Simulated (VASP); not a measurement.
The system is ScAl3.

```
Sc Al
1.0
     4.08781    0.00000    0.00000
     0.00000    4.08781    0.00000
     0.00000    0.00000    4.08781
Sc Al
1 3
Direct
  0.00000 0.00000 0.00000
  0.50000 0.50000 0.00000
  0.00000 0.50000 0.50000
  0.50000 0.00000 0.50000
```

```yaml
Program: VASP 6.6.1
Task: relaxation of cell and atoms
Functional: revPBE
Potentials_or_basis: VASP PAW PBE potentials, release 64 (Sc_sv, Al)
Cutoff: 600 eV
k_mesh: 7 × 7 × 7
Occupations: fermi-dirac, width 0.05 eV
Spin: no spin polarisation
```

At the start: pressure 2.7 GPa; volume 17.08 Å³/atom.

Q: How do energy, volume and symmetry change on relaxing?

A: Over 3 steps the energy falls by 4.2 meV/atom and the volume is 17.60 Å³/atom (+3.0 %); space group Pm-3m (No. 221, to 0.1 Å) before and after.

The path:
| step | energy change (eV) | largest force (eV/Å) | pressure (GPa) | volume (Å³) |
| --- | --- | --- | --- | --- |
| 1 | 0.0000 | 0.0000 | 2.65 | 68.31 |
| 2 | -0.0147 | 0.0000 | -0.81 | 71.14 |
| 3 | -0.0168 | 0.0000 | -0.06 | 70.39 |

Final structure:
```
Sc Al
1.0
     4.12892    0.00000    0.00000
     0.00000    4.12892    0.00000
     0.00000    0.00000    4.12892
Sc Al
1 3
Cartesian
  0.0000 0.0000 0.0000
  2.0645 2.0645 0.0000
  0.0000 2.0645 2.0645
  2.0645 0.0000 2.0645
```

Caveat: the PAW data sets were made with another functional, which shifts forces and pressure a little.
